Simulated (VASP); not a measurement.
# Si (Fd-3m) in VASP: single point with PBE

Aim: the single point of Si with PBE.

Everything below comes from runs of VASP 6.6.1. Logs are shortened: lines on timing, memory, paths and dates and some standing lists are left out, and cuts for length are marked.

### Step 1. The cell of the first run

Symmetry: Fd-3m, No. 227, cubic system. Conventional cell: a = 5.470 Å, b = 5.470 Å, c = 5.470 Å, α = 90.00°, β = 90.00°, γ = 90.00°. Within 3.1 Å of Si (site symmetry -43m) lie 4 Si at 2.37 Å.

### Step 2. Single point, PBE

File INCAR:

```
PREC = Accurate
ENCUT = 500
EDIFF = 1E-6
ISMEAR = 0
SIGMA = 0.02
LREAL = F
LASPH = T
NELM = 120
ALGO = Normal
ISIF = 2
LWAVE = F
LCHARG = F
GGA = PE
NBANDS = 11
GGA_COMPAT = F
```

File KPOINTS:

```
regular mesh
0
Gamma
  10 10 10
```

File POSCAR:

```
Si
1.0
    0.0000000000      2.7349661881      2.7349661881
    2.7349661881      0.0000000000      2.7349661881
    2.7349661881      2.7349661881      0.0000000000
Si
2
Direct
    0.0000000000      0.0000000000      0.0000000000
    0.2500000000      0.2500000000      0.2500000000
```

Potentials or basis: VASP PAW PBE potentials, release 64 (Si).

Run with:

```sh
$ cat potpaw_PBE.64/Si/POTCAR > POTCAR
$ mpirun -np 1 vasp_std > vasp.out
```

OUTCAR:

```text
PREC = Accurate
   ENCUT = 500
   EDIFF = 1E-6
   ISMEAR = 0
   LREAL = F
   LASPH = T
   NELM = 120
   ISIF = 2
   GGA = PE

 ion  position               nearest neighbor table
   1  0.000  0.000  0.000-   2 2.37   2 2.37   2 2.37   2 2.37
   2  0.250  0.250  0.250-   1 2.37   1 2.37   1 2.37   1 2.37

  LATTYP: Found a face centered cubic cell.
 ALAT       =     5.4699323762

  Lattice vectors:

 A1 = (   0.0000000000,   2.7349661881,   2.7349661881)
 A2 = (   2.7349661881,   0.0000000000,   2.7349661881)
 A3 = (   2.7349661881,   2.7349661881,   0.0000000000)

Analysis of symmetry for initial positions (statically):
=====================================================================
 Subroutine PRICEL returns:
 Original cell was already a primitive cell.

 Routine SETGRP: Setting up the symmetry group for a
 face centered cubic supercell.

 Subroutine GETGRP returns: Found 48 space group operations
 (whereof 24 operations were pure point group operations)
 out of a pool of 48 trial point group operations.

The static configuration has the point symmetry T_d .
 The point group associated with its full space group is O_h .

Analysis of symmetry for dynamics (positions and initial velocities):
=====================================================================
 Subroutine PRICEL returns:
 Original cell was already a primitive cell.

 Routine SETGRP: Setting up the symmetry group for a
 face centered cubic supercell.

 Subroutine GETGRP returns: Found 48 space group operations
 (whereof 24 operations were pure point group operations)
 out of a pool of 48 trial point group operations.

The dynamic configuration has the point symmetry T_d .
 The point group associated with its full space group is O_h .

 Subroutine INISYM returns: Found 48 space group operations
 (whereof 24 operations are pure point group operations),
 and found     1 'primitive' translations

----------------------------------------------------------------------------------------

                                     Primitive cell

  volume of cell :      40.9153

  direct lattice vectors                    reciprocal lattice vectors
     0.000000000  2.734966188  2.734966188    -0.182817617  0.182817617  0.182817617
     2.734966188  0.000000000  2.734966188     0.182817617 -0.182817617  0.182817617
     2.734966188  2.734966188  0.000000000     0.182817617  0.182817617 -0.182817617

  length of vectors
     3.867826276  3.867826276  3.867826276     0.316649400  0.316649400  0.316649400

  position of ions in fractional coordinates (direct lattice)
     0.000000000  0.000000000  0.000000000
     0.250000000  0.250000000  0.250000000

  ion indices of the primitive-cell ions
   primitive index   ion index
                 1           1
                 2           2

----------------------------------------------------------------------------------------

 KPOINTS: regular mesh

Automatic generation of k-mesh.
 Grid dimensions read from file:
 generate k-points for:   10   10   10

 Generating k-lattice:

  Cartesian coordinates                     Fractional coordinates (reciprocal lattice)
    -0.018281762  0.018281762  0.018281762     0.100000000  0.000000000  0.000000000
     0.018281762 -0.018281762  0.018281762     0.000000000  0.100000000  0.000000000
     0.018281762  0.018281762 -0.018281762     0.000000000  0.000000000  0.100000000

  Length of vectors
     0.031664940  0.031664940  0.031664940

  Shift w.r.t. Gamma in fractional coordinates (k-lattice)
     0.000000000  0.000000000  0.000000000

 Subroutine IBZKPT returns following result:
 ===========================================

 Found     47 irreducible k-points:

 Following reciprocal coordinates:
            Coordinates               Weight
  0.000000  0.000000  0.000000      1.000000
  0.100000  0.000000  0.000000      8.000000
  0.200000  0.000000  0.000000      8.000000
  0.300000  0.000000  0.000000      8.000000
  0.400000  0.000000  0.000000      8.000000
  0.500000  0.000000  0.000000      4.000000
[... 16 lines left out ...]
  0.300000  0.300000  0.000000      6.000000
  0.400000  0.300000  0.000000     24.000000
 [... further k-points ...]
   k-points           NKPTS =     47   k-points in BZ     NKDIM =     47   number of bands    NBANDS=     11
   number of dos      NEDOS =    301   number of ions     NIONS =      2
   total plane-waves  NPLWV =  21952
   dimension x,y,z NGX =    28 NGY =   28 NGZ =   28
   dimension x,y,z NGXF=    56 NGYF=   56 NGZF=   56
   ions per type =               2
   NGX,Y,Z   is equivalent  to a cutoff of  12.03, 12.03, 12.03 a.u.
   NGXF,Y,Z  is equivalent  to a cutoff of  24.07, 24.07, 24.07 a.u.
 SYSTEM =  unknown system
   PREC   = accura    normal or accurate (medium, high low for compatibility)
   ISTART =      0    job   : 0-new  1-cont  2-samecut
   ICHARG =      2    charge: 1-file 2-atom 10-const
   ISPIN  =      1    spin polarized calculation?
   LNONCOLLINEAR =      F non collinear calculations
   LSORBIT =      F    spin-orbit coupling
   LASPH  =      T    aspherical Exc in radial PAW
   ENCUT  =  500.0 eV  36.75 Ry    6.06 a.u.   7.05  7.05  7.05*2*pi/ulx,y,z
   NELM   =    120;   NELMIN=  2; NELMDL= -5     # of ELM steps
   EDIFF  = 0.1E-05   stopping-criterion for ELM
   LREAL  =      F    real-space projection
   EDIFFG = 0.1E-04   stopping-criterion for IOM
   NSW    =      0    number of steps for IOM
   IBRION =     -1    ionic relax: 0-MD 1-quasi-New 2-CG
   NFREE  =      0    steps in history (QN), initial steepest desc. (CG)
   ISIF   =      2    stress and relaxation
   ISYM   =      2    0-nonsym 1-usesym 2-fastsym
   POTIM  = 0.5000    time-step for ionic-motion
   TEBEG  =    0.0;   TEEND  =   0.0 temperature during run
   PSTRESS=    0.0 pullay stress
   NELECT =       8.0000    total number of electrons
   NUPDOWN=      -1.0000    fix difference up-down
   EMIN   =  10.00;   EMAX   =-10.00  energy-range for DOS
   EFERMI =   0.00;   METHOD = LEGACY
   ISMEAR =     0;   SIGMA  =   0.02  broadening in eV -4-tet -1-fermi 0-gaus
   EFERMI_NEDOS =   21; number of points for ismear=-14 and -15
   IALGO  =     38    algorithm
   IMIX   =      4    mixing-type and parameters
     AMIX     =   0.40;   BMIX     =  1.00
     AMIX_MAG =   1.60;   BMIX_MAG =  1.00
  volume/ion in A,a.u.               =      20.46       138.06
  Fermi-wavevector in a.u.,A,eV,Ry     =   0.950188  1.795595 12.284118  0.902857
  Thomas-Fermi vector in A             =   2.078541
   LORBIT       =      0    0 simple, 1 ext, 2 COOP (PROOUT), +10 PAW based schemes
   GGA     = PE    functional components
   LHFCALC =     F    Hartree Fock is set to
   AEXX    =    0.0000 exact exchange contribution
   IVDW    =     0    specifies the selected vdW correction
   LEPSILON=     F    determine dielectric tensor
   LRPA    =     F    only Hartree local field effects (RPA)
 non-spin polarized calculation
 Gauss-broadening in eV      SIGMA  =   0.02
  energy-cutoff  :      500.00
  volume of cell :       40.92
 maximum number of plane-waves:      1056
   NGX = 15   NGY = 15   NGZ = 15

 number of electron       8.0000000 magnetization

 Free energy of the ion-electron system (eV)
  ---------------------------------------------------
  ext. energy  EPLUGINS =         0.00000000
  ---------------------------------------------------
  free energy    TOTEN  =       -10.84918367 eV

  energy without entropy =      -10.84918367  energy(sigma->0) =      -10.84918367

 E-fermi :   5.7090     XC(G=0):  -9.3248

 val. band max:        5.6094170079   @ k =   0.0000   0.0000   0.0000
 cond. band min:       6.2283926448   @ k =   0.4000   0.4000   0.0000
 fundamental gap:      0.6189756369
 Fermi energy:         5.7090443229

 k-point     1 :       0.0000    0.0000    0.0000
  band No.  band energies     occupation
      1      -6.2008      2.00000
      2       5.6094      2.00000
      3       5.6094      2.00000
      4       5.6094      2.00000
      5       8.1661      0.00000
      6       8.1661      0.00000
      7       8.1661      0.00000
      8       8.7357      0.00000
      9      13.3184      0.00000
     10      13.3184      0.00000
     11      13.4840      0.00000

 k-point     2 :       0.1000    0.0000    0.0000
  band No.  band energies     occupation
      1      -6.0723      2.00000
      2       4.4674      2.00000
      3       5.4158      2.00000
      4       5.4158      2.00000
      5       8.1305      0.00000
      6       8.4517      0.00000
      7       8.4517      0.00000
      8       9.7075      0.00000
      9      12.9688      0.00000
     10      12.9688      0.00000
     11      14.0135      0.00000

 k-point     3 :       0.2000    0.0000    0.0000
  band No.  band energies     occupation
      1      -5.6931      2.00000
      2       2.6283      2.00000
      3       5.0423      2.00000
      4       5.0423      2.00000
      5       7.7597      0.00000
      6       8.9534      0.00000
      7       8.9534      0.00000
      8      11.4823      0.00000
      9      12.6582      0.00000
     10      12.6582      0.00000
     11      14.6828      0.00000

 k-point     4 :       0.3000    0.0000    0.0000
  band No.  band energies     occupation
      1      -5.0901      2.00000
      2       0.8712      2.00000
      3       4.7123      2.00000
      4       4.7123      2.00000
      5       7.3960      0.00000
      6       9.1343      0.00000
      7       9.1343      0.00000
      8      13.1053      0.00000
      9      13.1832      0.00000
     10      13.1832      0.00000
     11      14.4292      0.00000
[... 239 lines left out ...]
 k-point    22 :      -0.2000    0.2000    0.0000
  band No.  band energies     occupation
      1      -4.8780      2.00000
      2       1.1637      2.00000
      3       2.6782      2.00000
      4       4.7789      2.00000
      5       8.4589      0.00000
      6       9.5742      0.00000
      7       9.8776      0.00000
      8      11.2635      0.00000
      9      11.7416      0.00000
     10      16.2080      0.00000
     11      16.2280      0.00000

 k-point    23 :       0.3000    0.3000    0.0000
  band No.  band energies     occupation
      1      -4.6802      2.00000
      2       1.2056      2.00000
      3       3.4287      2.00000
      4       3.4287      2.00000
      5       6.4997      0.00000
      6       8.0464      0.00000
      7      12.1782      0.00000
      8      12.1782      0.00000
      9      14.5100      0.00000
     10      15.0317      0.00000
     11      17.9225      0.00000

 k-point    24 :       0.4000    0.3000    0.0000
  band No.  band energies     occupation
      1      -4.0794      2.00000
      2       0.2176      2.00000
      3       2.8179      2.00000
      4       3.2272      2.00000
      5       6.6871      0.00000
      6       7.8757      0.00000
      7      12.4615      0.00000
      8      12.6028      0.00000
      9      16.0167      0.00000
     10      16.1434      0.00000
     11      17.6260      0.00000

 [... further k-points ...]
[... 5 lines left out ...]
  --------------------------------------------------------------------------------------
  -------------------------------------------------------------------------------------
  Total       -0.0158807     -0.0158807     -0.0158807      0.0000000      0.0000000     -0.0000000
  in kB       -0.6218643     -0.6218643     -0.6218643      0.0000000      0.0000000     -0.0000000
  external PRESSURE =      -0.6218643 kB  Pullay stress =       0.0000000 kB

 VOLUME and BASIS-vectors are now :
 -----------------------------------------------------------------------------
  energy-cutoff  :      500.00
  volume of cell :       40.92
      direct lattice vectors                 reciprocal lattice vectors
     0.000000000  2.734966188  2.734966188    -0.182817617  0.182817617  0.182817617
     2.734966188  0.000000000  2.734966188     0.182817617 -0.182817617  0.182817617
     2.734966188  2.734966188  0.000000000     0.182817617  0.182817617 -0.182817617

 POSITION                                       TOTAL-FORCE (eV/Angst)
 -----------------------------------------------------------------------------------
      0.00000      0.00000      0.00000         0.000000      0.000000      0.000000
      1.36748      1.36748      1.36748        -0.000000     -0.000000     -0.000000
 -----------------------------------------------------------------------------------
    total drift:                                0.000000      0.000000     -0.000000

  FREE ENERGIE OF THE ION-ELECTRON SYSTEM (eV)
  ---------------------------------------------------
  free  energy   TOTEN  =       -10.8491836677 eV

  energy  without entropy=      -10.8491836677  energy(sigma->0) =      -10.84918367
```

Wall time 6.8 s (1 thread of Intel Xeon 6975P-C (Granite Rapids), shared host); peak memory 0.15 GiB.

What came out:

```yaml
Free_energy: -10.8492 eV
Pressure: -0.1 GPa
Band_gap_on_the_k_mesh: 0.62 eV (least direct gap 2.56 eV)
```

Levels at points of the mesh, in eV from the valence-band top:
```tsv
k point	band 1	band 2	band 3	band 4	band 5	band 6	band 7	band 8	band 9
(0.00, 0.00, 0.00)	-11.81	0.00	0.00	0.00	2.56	2.56	2.56	3.13	7.71
(0.50, 0.00, 0.00)	-9.53	-6.87	-1.18	-1.18	1.46	3.35	3.35	7.70	10.49
(0.50, 0.50, 0.00)	-7.74	-7.74	-2.79	-2.79	0.75	0.75	9.93	9.93	10.91
```

Caveat: semilocal functionals underestimate gaps, and a narrow one can read as zero. A k mesh can miss the band edges.
